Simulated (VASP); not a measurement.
# GaFeC4N4 (P-43m) in VASP: further runs

The runs below take GaFeC4N4 through single point, with PBE.

All numbers are computed with VASP 6.6.1; they aren't measurements. Logs are shortened: lines on timing, memory, paths and dates and some standing lists are left out, and cuts for length are marked.

### 1 The cell of the first run

Symmetry: P-43m, No. 215, cubic system. Conventional cell: a = 5.832 Å, b = 5.832 Å, c = 5.832 Å, α = 90.00°, β = 90.00°, γ = 90.00°. Within 2.6 Å of Ga (site symmetry -43m) lie 4 C at 1.97 Å. Fe (site symmetry -43m) has 4 N at 1.92 Å within 2.5 Å. C (site symmetry 3m) has 1 N at 1.17 Å within 1.6 Å. N (site symmetry 3m) has 1 C at 1.17 Å within 1.6 Å.

### 2 Single point, PBE, collinear spin, ferromagnetic start

Input file INCAR:

```
SYSTEM = GaFeC4N4
ALGO     = Normal         ! electronic algorithm
EDIFF    = 1E-6           ! SCF threshold, eV
ENCUT    = 700            ! plane-wave cutoff, eV
GGA      = PE             ! functional
GGA_COMPAT= .False.      
ISIF     = 2              ! what is computed and relaxed
ISMEAR   = 0              ! smearing method
ISPIN    = 2              ! spin polarisation
LASPH    = .True.         ! aspherical terms in the spheres
LCHARG   = .False.        ! write CHGCAR
LMAXMIX  = 4              ! l up to which the mixer works
LORBIT   = 11             ! projections on sites
LREAL    = .False.        ! projectors in reciprocal space
LWAVE    = .False.        ! write WAVECAR
MAGMOM   = 0 4 0 0 0 0 0 0 0 0 ! initial moments
NBANDS   = 48             ! bands
NELM     = 200            ! most SCF steps
PREC     = Accurate       ! precision mode
SIGMA    = 0.1            ! smearing width, eV
```

Input file KPOINTS:

```
k-points
0
Gamma
  4 4 4
  0 0 0
```

Input file POSCAR:

```
GaFeC4N4
1.0
    5.8320956327      0.0000000000      0.0000000000
    0.0000000000      5.8320956327      0.0000000000
    0.0000000000      0.0000000000      5.8320956327
Ga Fe C N
1 1 4 4
Direct
    0.0000000000      0.0000000000      0.0000000000
    0.5000000000      0.5000000000      0.5000000000
    0.1946033904      0.1946033904      0.1946033904
    0.1946033904      0.8053966096      0.8053966096
    0.8053966096      0.1946033904      0.8053966096
    0.8053966096      0.8053966096      0.1946033904
    0.3102849147      0.3102849147      0.3102849147
    0.3102849147      0.6897150853      0.6897150853
    0.6897150853      0.3102849147      0.6897150853
    0.6897150853      0.6897150853      0.3102849147
```

Potentials or basis: VASP PAW PBE potentials, release 64 (Ga_d, Fe_sv, C, N).

Launch:

```console
$ cat potpaw_PBE.64/Ga_d/POTCAR potpaw_PBE.64/Fe_sv/POTCAR potpaw_PBE.64/C/POTCAR potpaw_PBE.64/N/POTCAR > POTCAR
$ mpirun -np 1 vasp_std > vasp.out
```

OUTCAR:

```text
SYSTEM = GaFeC4N4
   EDIFF = 1E-6
   ENCUT = 700
   GGA = PE
   ISIF = 2
   ISMEAR = 0
   ISPIN = 2
   LASPH = .True.
   LORBIT = 11
   LREAL = .False.
   NELM = 200
   PREC = Accurate

 ion  position               nearest neighbor table
   1  0.000  0.000  0.000-   3 1.97   4 1.97   5 1.97   6 1.97
   2  0.500  0.500  0.500-   7 1.92   8 1.92   9 1.92  10 1.92
   3  0.195  0.195  0.195-   7 1.17   1 1.97
   4  0.195  0.805  0.805-   8 1.17   1 1.97
   5  0.805  0.195  0.805-   9 1.17   1 1.97
   6  0.805  0.805  0.195-  10 1.17   1 1.97
   7  0.310  0.310  0.310-   3 1.17   2 1.92
   8  0.310  0.690  0.690-   4 1.17   2 1.92
   9  0.690  0.310  0.690-   5 1.17   2 1.92
  10  0.690  0.690  0.310-   6 1.17   2 1.92

  LATTYP: Found a simple cubic cell.
 ALAT       =     5.8320956327

  Lattice vectors:

 A1 = (   5.8320956327,   0.0000000000,   0.0000000000)
 A2 = (   0.0000000000,   5.8320956327,   0.0000000000)
 A3 = (   0.0000000000,   0.0000000000,   5.8320956327)

Analysis of symmetry for initial positions (statically):
=====================================================================
 Subroutine PRICEL returns:
 Original cell was already a primitive cell.

 Routine SETGRP: Setting up the symmetry group for a
 simple cubic supercell.

 Subroutine GETGRP returns: Found 24 space group operations
 (whereof 24 operations were pure point group operations)
 out of a pool of 48 trial point group operations.

The static configuration has the point symmetry T_d .

Analysis of symmetry for dynamics (positions and initial velocities):
=====================================================================
 Subroutine PRICEL returns:
 Original cell was already a primitive cell.

 Routine SETGRP: Setting up the symmetry group for a
 simple cubic supercell.

 Subroutine GETGRP returns: Found 24 space group operations
 (whereof 24 operations were pure point group operations)
 out of a pool of 48 trial point group operations.

The dynamic configuration has the point symmetry T_d .

Analysis of structural, dynamic, and magnetic symmetry:
=====================================================================
 Subroutine PRICEL returns:
 Original cell was already a primitive cell.

 Routine SETGRP: Setting up the symmetry group for a
 simple cubic supercell.

 Subroutine GETGRP returns: Found 24 space group operations
 (whereof 24 operations were pure point group operations)
 out of a pool of 48 trial point group operations.

The overall configuration has the point symmetry T_d .

 Subroutine INISYM returns: Found 24 space group operations
 (whereof 24 operations are pure point group operations),
 and found     1 'primitive' translations

----------------------------------------------------------------------------------------

                                     Primitive cell

  volume of cell :     198.3690

  direct lattice vectors                    reciprocal lattice vectors
     5.832095633  0.000000000  0.000000000     0.171464952  0.000000000  0.000000000
     0.000000000  5.832095633  0.000000000     0.000000000  0.171464952  0.000000000
     0.000000000  0.000000000  5.832095633     0.000000000  0.000000000  0.171464952

  length of vectors
     5.832095633  5.832095633  5.832095633     0.171464952  0.171464952  0.171464952

  position of ions in fractional coordinates (direct lattice)
     0.000000000  0.000000000  0.000000000
     0.500000000  0.500000000  0.500000000
     0.194603390  0.194603390  0.194603390
     0.194603390  0.805396610  0.805396610
     0.805396610  0.194603390  0.805396610
     0.805396610  0.805396610  0.194603390
     0.310284915  0.310284915  0.310284915
     0.310284915  0.689715085  0.689715085
     0.689715085  0.310284915  0.689715085
     0.689715085  0.689715085  0.310284915

  ion indices of the primitive-cell ions
   primitive index   ion index
                 1           1
                 2           2
                 3           3
                 4           4
                 5           5
                 6           6
[... 50 lines left out ...]
   NGXF,Y,Z  is equivalent  to a cutoff of  28.51, 28.51, 28.51 a.u.
 SYSTEM =  GaFeC4N4
   PREC   = accura    normal or accurate (medium, high low for compatibility)
   ISTART =      0    job   : 0-new  1-cont  2-samecut
   ICHARG =      2    charge: 1-file 2-atom 10-const
   ISPIN  =      2    spin polarized calculation?
   LNONCOLLINEAR =      F non collinear calculations
   LSORBIT =      F    spin-orbit coupling
   LASPH  =      T    aspherical Exc in radial PAW
   ENCUT  =  700.0 eV  51.45 Ry    7.17 a.u.  12.58 12.58 12.58*2*pi/ulx,y,z
   NELM   =    200;   NELMIN=  2; NELMDL= -5     # of ELM steps
   EDIFF  = 0.1E-05   stopping-criterion for ELM
   LREAL  =      F    real-space projection
   EDIFFG = 0.1E-04   stopping-criterion for IOM
   NSW    =      0    number of steps for IOM
   IBRION =     -1    ionic relax: 0-MD 1-quasi-New 2-CG
   NFREE  =      0    steps in history (QN), initial steepest desc. (CG)
   ISIF   =      2    stress and relaxation
   ISYM   =      2    0-nonsym 1-usesym 2-fastsym
   POTIM  = 0.5000    time-step for ionic-motion
   TEBEG  =    0.0;   TEEND  =   0.0 temperature during run
   PSTRESS=    0.0 pullay stress
   NELECT =      65.0000    total number of electrons
   NUPDOWN=      -1.0000    fix difference up-down
   EMIN   =  10.00;   EMAX   =-10.00  energy-range for DOS
   EFERMI =   0.00;   METHOD = LEGACY
   ISMEAR =     0;   SIGMA  =   0.10  broadening in eV -4-tet -1-fermi 0-gaus
   EFERMI_NEDOS =   21; number of points for ismear=-14 and -15
   IALGO  =     38    algorithm
   IMIX   =      4    mixing-type and parameters
     AMIX     =   0.40;   BMIX     =  1.00
     AMIX_MAG =   1.60;   BMIX_MAG =  1.00
  volume/ion in A,a.u.               =      19.84       133.87
  Fermi-wavevector in a.u.,A,eV,Ry     =   1.128638  2.132816 17.331422  1.273824
  Thomas-Fermi vector in A             =   2.265329
   LORBIT       =     11    0 simple, 1 ext, 2 COOP (PROOUT), +10 PAW based schemes
   GGA     = PE    functional components
   LHFCALC =     F    Hartree Fock is set to
   AEXX    =    0.0000 exact exchange contribution
   IVDW    =     0    specifies the selected vdW correction
   LEPSILON=     F    determine dielectric tensor
   LRPA    =     F    only Hartree local field effects (RPA)
 spin polarized calculation
 Gauss-broadening in eV      SIGMA  =   0.10
  energy-cutoff  :      700.00
  volume of cell :      198.37
 maximum number of plane-waves:      8410
   NGX = 25   NGY = 25   NGZ = 25

 number of electron      65.0000028 magnetization       3.0045807

 Free energy of the ion-electron system (eV)
  ---------------------------------------------------
  ext. energy  EPLUGINS =         0.00000000
  ---------------------------------------------------
  free energy    TOTEN  =       -78.08646636 eV

  energy without entropy =      -78.08646584  energy(sigma->0) =      -78.08646610

 E-fermi :   1.1150     XC(G=0):  -7.3218

 val. band max:        0.8170833059   @ k =   0.5000   0.0000   0.0000
 cond. band min:       1.4072308801   @ k =   0.0000   0.0000   0.0000
 fundamental gap:      0.5901475742
 Fermi energy:         1.1149640223

 spin component 1

 k-point     1 :       0.0000    0.0000    0.0000
  band No.  band energies     occupation
      1     -87.3282      1.00000
      2     -53.4045      1.00000
      3     -53.4045      1.00000
      4     -53.4045      1.00000
      5     -18.3351      1.00000
      6     -18.1934      1.00000
[... 459 lines left out ...]
     43       5.4809      0.00000
     44       6.7939      0.00000
 Fermi energy:         1.1149640223

 spin component 2

 k-point     1 :       0.0000    0.0000    0.0000
  band No.  band energies     occupation
      1     -84.3553      1.00000
      2     -50.4986      1.00000
      3     -50.4984      1.00000
      4     -50.4983      1.00000
      5     -18.2986      1.00000
      6     -18.1585      1.00000
[... 459 lines left out ...]
     43       5.5753      0.00000
     44       6.9132      0.00000
 [bands above 44 left out]

------------------------ aborting loop because EDIFF is reached ----------------------------------------

  FORCE on cell =-STRESS in cart. coord.  units (eV):
  Direction    XX          YY          ZZ          XY          YZ          ZX
  --------------------------------------------------------------------------------------
  -------------------------------------------------------------------------------------
  Total        0.4230468      0.4230468      0.4230468      0.0000000     -0.0000000     -0.0000000
  in kB        3.4168435      3.4168435      3.4168435      0.0000000     -0.0000000     -0.0000000
  external PRESSURE =       3.4168435 kB  Pullay stress =       0.0000000 kB

 VOLUME and BASIS-vectors are now :
 -----------------------------------------------------------------------------
  energy-cutoff  :      700.00
  volume of cell :      198.37
      direct lattice vectors                 reciprocal lattice vectors
     5.832095633  0.000000000  0.000000000     0.171464952  0.000000000  0.000000000
     0.000000000  5.832095633  0.000000000     0.000000000  0.171464952  0.000000000
     0.000000000  0.000000000  5.832095633     0.000000000  0.000000000  0.171464952

 POSITION                                       TOTAL-FORCE (eV/Angst)
 -----------------------------------------------------------------------------------
      0.00000      0.00000      0.00000         0.000000      0.000000      0.000000
      2.91605      2.91605      2.91605         0.000000      0.000000      0.000000
      1.13495      1.13495      1.13495        -0.248125     -0.248125     -0.248125
      1.13495      4.69715      4.69715        -0.248125      0.248125      0.248125
      4.69715      1.13495      4.69715         0.248125     -0.248125      0.248125
      4.69715      4.69715      1.13495         0.248125      0.248125     -0.248125
      1.80961      1.80961      1.80961         0.213053      0.213053      0.213053
      1.80961      4.02248      4.02248         0.213053     -0.213053     -0.213053
      4.02248      1.80961      4.02248        -0.213053      0.213053     -0.213053
      4.02248      4.02248      1.80961        -0.213053     -0.213053      0.213053
 -----------------------------------------------------------------------------------
    total drift:                               -0.000000     -0.000000     -0.000000

  FREE ENERGIE OF THE ION-ELECTRON SYSTEM (eV)
  ---------------------------------------------------
  free  energy   TOTEN  =       -78.0864663562 eV

  energy  without entropy=      -78.0864658414  energy(sigma->0) =      -78.08646610

 total charge

# of ion       s       p       d       tot
------------------------------------------
    1        0.764   0.973  10.109  11.847
    2        2.131   6.036   5.563  13.730
    3        0.936   1.686   0.000   2.622
    4        0.936   1.686   0.000   2.622
    5        0.936   1.686   0.000   2.622
    6        0.936   1.686   0.000   2.622
    7        1.303   2.553   0.000   3.856
    8        1.303   2.553   0.000   3.856
    9        1.303   2.553   0.000   3.856
   10        1.303   2.553   0.000   3.856
--------------------------------------------------
tot         11.849  23.966  15.672  51.486

 magnetization (x)

# of ion       s       p       d       tot
------------------------------------------
    1        0.001  -0.001   0.000  -0.000
    2        0.008   0.026   2.414   2.448
    3        0.005   0.028   0.000   0.032
    4        0.005   0.028   0.000   0.032
    5        0.005   0.028   0.000   0.032
    6        0.005   0.028   0.000   0.032
    7        0.004  -0.011   0.000  -0.007
    8        0.004  -0.011   0.000  -0.007
    9        0.004  -0.011   0.000  -0.007
   10        0.004  -0.011   0.000  -0.007
--------------------------------------------------
tot          0.042   0.091   2.414   2.547
```

Wall time 11 min (1 thread of AMD EPYC 7R43 (Zen 3), shared host); peak memory 0.53 GiB.

Results:

```
Free energy                                           : -78.0865 eV
Pressure                                              : 0.3 GPa
Largest force                                         : 0.430 eV/Å
Band gap on the k mesh                                : 0.59 eV (least direct gap 0.82 eV)
Net moment                                            : 3.00 μB per cell
Site moments                                          : Ga -0.00; Fe +2.45; C +0.03; N -0.01 μB
Valence electrons inside the program's atomic spheres : Ga 11.85; Fe 13.73; C 2.62; N 3.86
```

Forces on the atoms (eV/Å):
```
Ga   0.000  0.000  0.000
Fe   0.000  0.000  0.000
C   -0.248 -0.248 -0.248
C   -0.248  0.248  0.248
C    0.248 -0.248  0.248
C    0.248  0.248 -0.248
N    0.213  0.213  0.213
N    0.213 -0.213 -0.213
N   -0.213  0.213 -0.213
N   -0.213 -0.213  0.213
```

Levels at points of the mesh, in eV from the valence-band top:
Spin up:
```
           k point  band 30  band 31  band 32  band 33  band 34  band 35  band 36  band 37  band 38  band 39
(0.00, 0.00, 0.00)    -1.50    -1.50    -1.37    -1.37    -1.37     2.04     2.04     2.04     2.80     2.80
(0.50, 0.00, 0.00)    -1.50    -1.36    -1.23    -1.11    -1.11     1.90     1.90     2.27     2.56     2.64
(0.50, 0.50, 0.00)    -1.48    -1.35    -1.27    -1.07    -1.07     2.10     2.10     2.27     2.43     2.82
(0.50, 0.50, 0.50)    -1.44    -1.44    -1.27    -1.27    -1.27     2.31     2.31     2.31     2.91     2.91
```
Spin down:
| k point | band 27 | band 28 | band 29 | band 30 | band 31 | band 32 | band 33 | band 34 | band 35 | band 36 |
| --- | --- | --- | --- | --- | --- | --- | --- | --- | --- | --- |
| (0.00, 0.00, 0.00) | -4.88 | -4.88 | -4.88 | -0.23 | -0.23 | 0.59 | 0.59 | 0.59 | 3.10 | 3.11 |
| (0.50, 0.00, 0.00) | -5.05 | -4.77 | -4.77 | -0.27 | 0.00 | 1.07 | 1.13 | 1.13 | 2.35 | 2.35 |
| (0.50, 0.50, 0.00) | -4.82 | -4.81 | -4.81 | -0.24 | -0.02 | 1.00 | 1.40 | 1.40 | 2.21 | 2.21 |
| (0.50, 0.50, 0.50) | -4.74 | -4.74 | -4.74 | -0.17 | -0.17 | 0.95 | 0.95 | 0.95 | 3.05 | 3.05 |

Caveat: a cell with one magnetic atom can't hold antiferromagnetic order, which such compounds often take.

### 3 Single point, PBE, collinear spin, ferromagnetic start

This run uses another cell than the first one, of 20.37 Å³/atom.

Input file INCAR:

```
SYSTEM = GaFeC4N4
PREC     = Accurate       ! precision mode
ENCUT    = 700            ! plane-wave cutoff, eV
EDIFF    = 1E-6           ! SCF threshold, eV
ISMEAR   = 0              ! smearing method
SIGMA    = 0.1            ! smearing width, eV
LREAL    = .False.        ! projectors in reciprocal space
LASPH    = .True.         ! aspherical terms in the spheres
NELM     = 200            ! most SCF steps
ALGO     = Normal         ! electronic algorithm
ISIF     = 2              ! what is computed and relaxed
LWAVE    = .False.        ! write WAVECAR
LCHARG   = .False.        ! write CHGCAR
ISPIN    = 2              ! spin polarisation
MAGMOM   = 0 4 0 0 0 0 0 0 0 0 ! initial moments
LORBIT   = 11             ! projections on sites
LMAXMIX  = 4              ! l up to which the mixer works
GGA      = PE             ! functional
NBANDS   = 48             ! bands
GGA_COMPAT= .False.
```

Input file KPOINTS:

```
regular mesh
0
Gamma
  4 4 4
  0 0 0
```

Input file POSCAR:

```
GaFeC4N4
1.0
    5.8843539400      0.0000000000      0.0000000000
    0.0000000000      5.8843539400      0.0000000000
    0.0000000000      0.0000000000      5.8843539400
Ga Fe C N
1 1 4 4
Direct
    0.0000000000      0.0000000000      0.0000000000
    0.5000000000      0.5000000000      0.5000000000
    0.1860282600      0.1860282600      0.1860282600
    0.1860282600      0.8139717400      0.8139717400
    0.8139717400      0.1860282600      0.8139717400
    0.8139717400      0.8139717400      0.1860282600
    0.3008241800      0.3008241800      0.3008241800
    0.3008241800      0.6991758200      0.6991758200
    0.6991758200      0.3008241800      0.6991758200
    0.6991758200      0.6991758200      0.3008241800
```

Potentials or basis: VASP PAW PBE potentials, release 64 (Ga_d, Fe_sv, C, N).

Launch:

```console
$ cat potpaw_PBE.64/Ga_d/POTCAR potpaw_PBE.64/Fe_sv/POTCAR potpaw_PBE.64/C/POTCAR potpaw_PBE.64/N/POTCAR > POTCAR
$ mpirun -np 1 vasp_std > vasp.out
```

Run time: 9.5 min. Hardware: 1 thread of Intel Xeon Platinum 8375C at 2.90GHz (Ice Lake), shared host; peak memory 0.64 GiB.

Results (log left out):

| Property | Result |
| --- | --- |
| Free energy | -77.7294 eV |
| Pressure | 0.3 GPa |
| Largest force | 1.192 eV/Å |
| Band gap on the k mesh | 0.52 eV (least direct gap 0.72 eV) |
| Net moment | 3.00 μB per cell |
| Site moments | Ga -0.00; Fe +2.62; C +0.01; N -0.00 μB |
| Valence electrons inside the program's atomic spheres | Ga 12.08; Fe 13.70; C 2.64; N 3.83 |

Forces in eV/Å, atoms in the order of the input:
```
Ga   0.000  0.000  0.000
Fe   0.000  0.000  0.000
C    0.688  0.688  0.688
C    0.688 -0.688 -0.688
C   -0.688  0.688 -0.688
C   -0.688 -0.688  0.688
N    0.485  0.485  0.485
N    0.485 -0.485 -0.485
N   -0.485  0.485 -0.485
N   -0.485 -0.485  0.485
```

Levels at points of the mesh, in eV from the valence-band top:
Spin up:
| k point | band 32 | band 33 | band 34 | band 35 | band 36 | band 37 |
| --- | --- | --- | --- | --- | --- | --- |
| (0.00, 0.00, 0.00) | -1.71 | -1.60 | -1.60 | 1.66 | 1.66 | 1.66 |
| (0.50, 0.00, 0.00) | -1.51 | -1.51 | -1.49 | 1.62 | 1.62 | 1.95 |
| (0.50, 0.50, 0.00) | -1.50 | -1.48 | -1.48 | 1.86 | 1.86 | 1.93 |
| (0.50, 0.50, 0.50) | -1.62 | -1.58 | -1.58 | 1.99 | 1.99 | 1.99 |
Spin down:
```csv
k point,band 29,band 30,band 31,band 32,band 33,band 34
"(0.00, 0.00, 0.00)",-5.07,-0.20,-0.20,0.52,0.52,0.52
"(0.50, 0.00, 0.00)",-4.98,-0.25,0.00,0.99,1.03,1.03
"(0.50, 0.50, 0.00)",-5.03,-0.23,-0.02,0.95,1.32,1.32
"(0.50, 0.50, 0.50)",-5.00,-0.18,-0.18,0.91,0.91,0.91
```

Caveat: a cell with one magnetic atom can't hold antiferromagnetic order, which such compounds often take; forces of over 1 eV/Å act on the atoms, so gaps and moduli don't describe the material at rest. A k mesh can miss the band edges.
